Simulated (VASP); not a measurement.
# SnO2 (P4_2/mnm) in VASP: further runs

Runs on SnO2. Level: PBEsol. Tasks: single point.

Everything below comes from runs of VASP 6.6.1. Logs are shortened: lines on timing, memory, paths and dates and some standing lists are left out, and cuts for length are marked.

## (1) The cell of the first run

It takes space group P4_2/mnm (No. 136, tetragonal). The conventional cell has a = 4.554 Å, b = 4.554 Å, c = 3.335 Å, α = 90.00°, β = 90.00°, γ = 90.00°. Sn (site symmetry mmm) has 6 O at 1.98 to 2.08 Å within 2.6 Å. O (site symmetry m2m) has 3 Sn at 1.98 to 2.08 Å and 1 O at 2.47 Å within 2.6 Å.

## (2) Single point, PBEsol (biaxial strain in the a-b plane: -4.5 %, then relaxed in part)

Contents of INCAR:

```
SYSTEM = SnO2
ALGO = Normal
EDIFF = 1E-7
ENCUT = 520
GGA = PS
ISIF = 2
ISMEAR = 0
LASPH = .TRUE.
LCHARG = .FALSE.
LREAL = .FALSE.
LWAVE = .FALSE.
NBANDS = 35
NELM = 60
PREC = Accurate
SIGMA = 0.02
```

Contents of KPOINTS:

```
k-points
0
G
  6 6 8
  0 0 0
```

Contents of POSCAR:

```
SnO2
1.0
    4.5538603052      0.0000000000      0.0000000000
    0.0000000000      4.5538603052      0.0000000000
    0.0000000000      0.0000000000      3.3349243090
Sn O
2 4
Direct
    0.5000000000      0.5000000000      0.5000000000
    0.0000000000      0.0000000000      0.0000000000
    0.1919100329      0.8080899671      0.5000000000
    0.8080899671      0.1919100329      0.5000000000
    0.3080899671      0.3080899671      0.0000000000
    0.6919100329      0.6919100329      0.0000000000
```

Potentials or basis: VASP PAW PBE potentials, release 64 (Sn_d, O).

Run with:

```
cat potpaw_PBE.64/Sn_d/POTCAR potpaw_PBE.64/O/POTCAR > POTCAR
mpirun -np 1 vasp_std > vasp.out
```

OUTCAR:

```text
SYSTEM = SnO2
   EDIFF = 1E-7
   ENCUT = 520
   GGA = PS
   ISIF = 2
   ISMEAR = 0
   LASPH = .TRUE.
   LREAL = .FALSE.
   NELM = 60
   PREC = Accurate

 ion  position               nearest neighbor table
   1  0.500  0.500  0.500-   3 1.98   4 1.98   5 2.08   6 2.08   5 2.08   6 2.08   2 3.63   2 3.63
                             2 3.63   2 3.63   2 3.63   2 3.63   2 3.63   2 3.63
   2  0.000  0.000  0.000-   5 1.98   6 1.98   3 2.08   4 2.08   3 2.08   4 2.08   1 3.63   1 3.63
                             1 3.63   1 3.63   1 3.63   1 3.63   1 3.63   1 3.63
   3  0.192  0.808  0.500-   1 1.98   2 2.08   2 2.08
   4  0.808  0.192  0.500-   1 1.98   2 2.08   2 2.08
   5  0.308  0.308  0.000-   2 1.98   1 2.08   1 2.08
   6  0.692  0.692  0.000-   2 1.98   1 2.08   1 2.08

  LATTYP: Found a simple tetragonal cell.
 ALAT       =     4.5538603052
 C/A-ratio  =     0.7323290759

  Lattice vectors:

 A1 = (   4.5538603052,   0.0000000000,   0.0000000000)
 A2 = (   0.0000000000,   4.5538603052,   0.0000000000)
 A3 = (   0.0000000000,   0.0000000000,   3.3349243090)

Analysis of symmetry for initial positions (statically):
=====================================================================
 Subroutine PRICEL returns:
 Original cell was already a primitive cell.

 Routine SETGRP: Setting up the symmetry group for a
 simple tetragonal supercell.

 Subroutine GETGRP returns: Found 16 space group operations
 (whereof  8 operations were pure point group operations)
 out of a pool of 16 trial point group operations.

The static configuration has the point symmetry D_2h.
 The point group associated with its full space group is D_4h.

Analysis of symmetry for dynamics (positions and initial velocities):
=====================================================================
 Subroutine PRICEL returns:
 Original cell was already a primitive cell.

 Routine SETGRP: Setting up the symmetry group for a
 simple tetragonal supercell.

 Subroutine GETGRP returns: Found 16 space group operations
 (whereof  8 operations were pure point group operations)
 out of a pool of 16 trial point group operations.

The dynamic configuration has the point symmetry D_2h.
 The point group associated with its full space group is D_4h.

 Subroutine INISYM returns: Found 16 space group operations
 (whereof  8 operations are pure point group operations),
 and found     1 'primitive' translations

----------------------------------------------------------------------------------------

                                     Primitive cell

  volume of cell :      69.1585

  direct lattice vectors                    reciprocal lattice vectors
     4.553860305  0.000000000  0.000000000     0.219593912  0.000000000  0.000000000
     0.000000000  4.553860305  0.000000000     0.000000000  0.219593912  0.000000000
     0.000000000  0.000000000  3.334924309     0.000000000  0.000000000  0.299856880

  length of vectors
     4.553860305  4.553860305  3.334924309     0.219593912  0.219593912  0.299856880

  position of ions in fractional coordinates (direct lattice)
     0.500000000  0.500000000  0.500000000
     0.000000000  0.000000000  0.000000000
     0.191910033  0.808089967  0.500000000
     0.808089967  0.191910033  0.500000000
     0.308089967  0.308089967  0.000000000
     0.691910033  0.691910033  0.000000000

  ion indices of the primitive-cell ions
   primitive index   ion index
                 1           1
                 2           2
                 3           3
                 4           4
                 5           5
                 6           6

----------------------------------------------------------------------------------------

 KPOINTS: k-points

Automatic generation of k-mesh.
 Grid dimensions read from file:
 generate k-points for:    6    6    8

 Generating k-lattice:

  Cartesian coordinates                     Fractional coordinates (reciprocal lattice)
     0.036598985  0.000000000  0.000000000     0.166666667  0.000000000  0.000000000
     0.000000000  0.036598985  0.000000000     0.000000000  0.166666667  0.000000000
     0.000000000  0.000000000  0.037482110     0.000000000  0.000000000  0.125000000

  Length of vectors
     0.036598985  0.036598985  0.037482110

  Shift w.r.t. Gamma in fractional coordinates (k-lattice)
     0.000000000  0.000000000  0.000000000

 Subroutine IBZKPT returns following result:
 ===========================================

 Found     50 irreducible k-points:

 Following reciprocal coordinates:
            Coordinates               Weight
  0.000000  0.000000  0.000000      1.000000
  0.166667  0.000000  0.000000      4.000000
  0.333333  0.000000  0.000000      4.000000
  0.500000  0.000000  0.000000      2.000000
  0.166667  0.166667  0.000000      4.000000
  0.333333  0.166667  0.000000      8.000000
[... 16 lines left out ...]
  0.333333  0.000000  0.250000      8.000000
  0.500000  0.000000  0.250000      4.000000
 [... further k-points ...]
   k-points           NKPTS =     50   k-points in BZ     NKDIM =     50   number of bands    NBANDS=     35
   number of dos      NEDOS =    301   number of ions     NIONS =      6
   total plane-waves  NPLWV =  36288
   dimension x,y,z NGX =    36 NGY =   36 NGZ =   28
   dimension x,y,z NGXF=    72 NGYF=   72 NGZF=   56
   ions per type =               2   4
   NGX,Y,Z   is equivalent  to a cutoff of  13.14, 13.14, 13.96 a.u.
   NGXF,Y,Z  is equivalent  to a cutoff of  26.28, 26.28, 27.92 a.u.
 SYSTEM =  SnO2
   PREC   = accura    normal or accurate (medium, high low for compatibility)
   ISTART =      0    job   : 0-new  1-cont  2-samecut
   ICHARG =      2    charge: 1-file 2-atom 10-const
   ISPIN  =      1    spin polarized calculation?
   LNONCOLLINEAR =      F non collinear calculations
   LSORBIT =      F    spin-orbit coupling
   LASPH  =      T    aspherical Exc in radial PAW
   ENCUT  =  520.0 eV  38.22 Ry    6.18 a.u.   8.47  8.47  6.20*2*pi/ulx,y,z
   NELM   =     60;   NELMIN=  2; NELMDL= -5     # of ELM steps
   EDIFF  = 0.1E-06   stopping-criterion for ELM
   LREAL  =      F    real-space projection
   EDIFFG = 0.1E-05   stopping-criterion for IOM
   NSW    =      0    number of steps for IOM
   IBRION =     -1    ionic relax: 0-MD 1-quasi-New 2-CG
   NFREE  =      0    steps in history (QN), initial steepest desc. (CG)
   ISIF   =      2    stress and relaxation
   ISYM   =      2    0-nonsym 1-usesym 2-fastsym
   POTIM  = 0.5000    time-step for ionic-motion
   TEBEG  =    0.0;   TEEND  =   0.0 temperature during run
   PSTRESS=    0.0 pullay stress
   NELECT =      52.0000    total number of electrons
   NUPDOWN=      -1.0000    fix difference up-down
   EMIN   =  10.00;   EMAX   =-10.00  energy-range for DOS
   EFERMI =   0.00;   METHOD = LEGACY
   ISMEAR =     0;   SIGMA  =   0.02  broadening in eV -4-tet -1-fermi 0-gaus
   EFERMI_NEDOS =   21; number of points for ismear=-14 and -15
   IALGO  =     38    algorithm
   IMIX   =      4    mixing-type and parameters
     AMIX     =   0.40;   BMIX     =  1.00
     AMIX_MAG =   1.60;   BMIX_MAG =  1.00
  volume/ion in A,a.u.               =      11.53        77.78
  Fermi-wavevector in a.u.,A,eV,Ry     =   1.488655  2.813151 30.151798  2.216095
  Thomas-Fermi vector in A             =   2.601663
   LORBIT       =      0    0 simple, 1 ext, 2 COOP (PROOUT), +10 PAW based schemes
   GGA     = PS    functional components
   LHFCALC =     F    Hartree Fock is set to
   AEXX    =    0.0000 exact exchange contribution
   IVDW    =     0    specifies the selected vdW correction
   LEPSILON=     F    determine dielectric tensor
   LRPA    =     F    only Hartree local field effects (RPA)
 non-spin polarized calculation
 Gauss-broadening in eV      SIGMA  =   0.02
  energy-cutoff  :      520.00
  volume of cell :       69.16
 maximum number of plane-waves:      1876
 NGX is ok and might be reduce to    36
   NGX = 17   NGY = 17   NGZ = 13

 number of electron      52.0000038 magnetization

 Free energy of the ion-electron system (eV)
  ---------------------------------------------------
  ext. energy  EPLUGINS =         0.00000000
  ---------------------------------------------------
  free energy    TOTEN  =       -39.36156695 eV

  energy without entropy =      -39.36156695  energy(sigma->0) =      -39.36156695

 E-fermi :   6.5228     XC(G=0): -11.7573

 val. band max:        6.4093090892   @ k =   0.0000   0.0000   0.0000
 cond. band min:       7.7597924267   @ k =   0.0000   0.0000   0.0000
 fundamental gap:      1.3504833375
 Fermi energy:         6.5227770246

 k-point     1 :       0.0000    0.0000    0.0000
  band No.  band energies     occupation
      1     -14.6231      2.00000
      2     -13.6467      2.00000
      3     -13.5361      2.00000
      4     -13.4561      2.00000
      5     -13.4280      2.00000
      6     -13.4280      2.00000
[... 27 lines left out ...]
     34      19.3941      0.00000
     35      19.5387      0.00000

 k-point     2 :       0.1667    0.0000    0.0000
  band No.  band energies     occupation
      1     -14.5724      2.00000
      2     -13.6675      2.00000
      3     -13.5952      2.00000
      4     -13.4605      2.00000
      5     -13.4251      2.00000
      6     -13.4249      2.00000
[... 27 lines left out ...]
     34      19.2287      0.00000
     35      19.5576      0.00000

 k-point     3 :       0.3333    0.0000    0.0000
  band No.  band energies     occupation
      1     -14.4237      2.00000
      2     -13.9087      2.00000
      3     -13.5527      2.00000
      4     -13.4753      2.00000
      5     -13.4189      2.00000
      6     -13.4185      2.00000
[... 27 lines left out ...]
     34      19.1527      0.00000
     35      19.3879      0.00000
[... 723 lines left out ...]
 k-point    23 :       0.3333    0.0000    0.2500
  band No.  band energies     occupation
      1     -14.3397      2.00000
      2     -14.1316      2.00000
      3     -13.6773      2.00000
      4     -13.4488      2.00000
      5     -13.3743      2.00000
      6     -13.3533      2.00000
[... 27 lines left out ...]
     34      18.8251      0.00000
     35      19.0647      0.00000

 k-point    24 :       0.5000    0.0000    0.2500
  band No.  band energies     occupation
      1     -14.2586      2.00000
      2     -14.2586      2.00000
      3     -13.5499      2.00000
      4     -13.5499      2.00000
      5     -13.3528      2.00000
      6     -13.3528      2.00000
[... 27 lines left out ...]
     34      18.9341      0.00000
     35      19.2087      0.00000

 [... further k-points ...]

------------------------ aborting loop because EDIFF is reached ----------------------------------------

  FORCE on cell =-STRESS in cart. coord.  units (eV):
  Direction    XX          YY          ZZ          XY          YZ          ZX
  --------------------------------------------------------------------------------------
  -------------------------------------------------------------------------------------
  Total        6.6510800      6.6510800      0.3843903     -0.0000000      0.0000000      0.0000000
  in kB      154.0839354    154.0839354      8.9050760     -0.0000000      0.0000000      0.0000000
  external PRESSURE =     105.6909822 kB  Pullay stress =       0.0000000 kB

 VOLUME and BASIS-vectors are now :
 -----------------------------------------------------------------------------
  energy-cutoff  :      520.00
  volume of cell :       69.16
      direct lattice vectors                 reciprocal lattice vectors
     4.553860305  0.000000000  0.000000000     0.219593912  0.000000000  0.000000000
     0.000000000  4.553860305  0.000000000     0.000000000  0.219593912  0.000000000
     0.000000000  0.000000000  3.334924309     0.000000000  0.000000000  0.299856880

 POSITION                                       TOTAL-FORCE (eV/Angst)
 -----------------------------------------------------------------------------------
      2.27693      2.27693      1.66746        -0.000000      0.000000      0.000000
      0.00000      0.00000      0.00000        -0.000000      0.000000      0.000000
      0.87393      3.67993      1.66746        -0.000108      0.000108     -0.000000
      3.67993      0.87393      1.66746         0.000108     -0.000108      0.000000
      1.40300      1.40300      0.00000         0.000108      0.000108     -0.000000
      3.15086      3.15086      0.00000        -0.000108     -0.000108      0.000000
 -----------------------------------------------------------------------------------
    total drift:                                0.000000      0.000000      0.000000

  FREE ENERGIE OF THE ION-ELECTRON SYSTEM (eV)
  ---------------------------------------------------
  free  energy   TOTEN  =       -39.3615669462 eV

  energy  without entropy=      -39.3615669462  energy(sigma->0) =      -39.36156695
```

Run time: 2.7 min. Hardware: 1 thread of Intel Xeon 8259CL, shared host; peak memory 0.24 GiB.

What came out:

```
Free energy            : -39.3616 eV
Pressure               : 10.6 GPa
Band gap on the k mesh : 1.35 eV
```

Stress tensor (GPa, compression positive):
```
15.41  0.00  0.00
 0.00 15.41  0.00
 0.00  0.00  0.89
```

Caveat: the cell differs from its parent crystal (biaxial strain in the a-b plane: -4.5 %, then relaxed in part); the cell stands under pressure; the PAW data sets were made with another functional, which shifts forces and pressure a little; spin-orbit coupling is left out, which moves the levels of the heavy elements.

## (3) Single point, PBEsol

Contents of INCAR:

```
PREC = Accurate ; ENCUT = 520
EDIFF = 1E-7 ; ISMEAR = 0
SIGMA = 0.02 ; LREAL = F
LASPH = T ; NELM = 100
ALGO = Normal ; ISIF = 2
LWAVE = F ; LCHARG = F
GGA = PS ; NBANDS = 35
```

Contents of KPOINTS:

```
regular mesh
0
Gamma
  6 6 8
```

POSCAR is that of step 2.

Potentials or basis: VASP PAW PBE potentials, release 64 (Sn_d, O).

Run with:

```
cat potpaw_PBE.64/Sn_d/POTCAR potpaw_PBE.64/O/POTCAR > POTCAR
mpirun -np 1 vasp_std > vasp.out
```

Wall time 2.5 min (1 thread of Intel Xeon 8259CL, shared host); peak memory 0.24 GiB.

It converged, with:

```
Free energy            : -39.3616 eV
Pressure               : 10.6 GPa
Band gap on the k mesh : 1.35 eV
```

Stress tensor (GPa, compression positive):
```
15.41  0.00  0.00
 0.00 15.41  0.00
 0.00  0.00  0.89
```

Levels at points of the mesh, in eV from the valence-band top:
| k point | band 24 | band 25 | band 26 | band 27 | band 28 | band 29 |
| --- | --- | --- | --- | --- | --- | --- |
| (0.00, 0.00, 0.00) | -0.69 | -0.69 | 0.00 | 1.35 | 5.53 | 5.80 |
| (0.50, 0.00, 0.00) | -1.29 | -0.58 | -0.58 | 4.65 | 4.65 | 6.57 |
| (0.50, 0.50, 0.00) | -1.48 | -0.72 | -0.72 | 4.83 | 4.83 | 7.31 |
| (0.00, 0.00, 0.50) | -1.77 | -1.26 | -1.26 | 6.41 | 6.41 | 9.84 |
| (0.50, 0.00, 0.50) | -1.05 | -0.43 | -0.43 | 6.84 | 6.84 | 8.54 |
| (0.50, 0.50, 0.50) | -0.90 | -0.69 | -0.69 | 5.26 | 5.26 | 8.89 |

Caveat: the cell stands under pressure; the PAW data sets were made with another functional, which shifts forces and pressure a little; spin-orbit coupling is left out, which moves the levels of the heavy elements.

(Part 1 of 2 ends here.)
